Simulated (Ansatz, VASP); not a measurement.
**Ru2Se in VASP and in Ansatz**

```
CELL_PARAMETERS angstrom
5.33630 0.00000 0.00000
0.00000 5.33630 0.00000
0.00000 0.00000 3.75553
ATOMIC_POSITIONS crystal
Ru 0.30846 0.30846 0.00000
Ru 0.19154 0.80846 0.50000
Ru 0.69154 0.69154 0.00000
Ru 0.80846 0.19154 0.50000
Se 0.00000 0.00000 0.00000
Se 0.50000 0.50000 0.50000
```

Alike in both runs: functional PBE; k mesh 8 × 8 × 10; occupations gaussian, width 0.1 eV; no spin polarisation.

Ansatz relaxed the structure, and its values are those at the end. VASP's run is a single point on that final structure, the one shown.

```csv
,VASP,Ansatz
version,VASP 6.6.1,Ansatz 0.2.0
potentials or method,"VASP PAW PBE potentials, release 64 (Ru_pv, Se), cutoff 520 eV","scalar-relativistic, plane waves, PAW"
valence electrons in the cell,68,96
```

|  | VASP | Ansatz | Ansatz less VASP |
| --- | --- | --- | --- |
| gap on the k mesh at the Fermi level (eV) | none | none | - |
| pressure (GPa) | 0.3 | 0.0 | -0.24 |

A gap of «none» marks a metal or a gap that the smearing closes. With one functional, cell and mesh, what is left measures potentials, basis and numerics. VASP's potentials hold 68 valence electrons a cell and Ansatz's 96, so a difference there can come from the potentials and not from the codes.
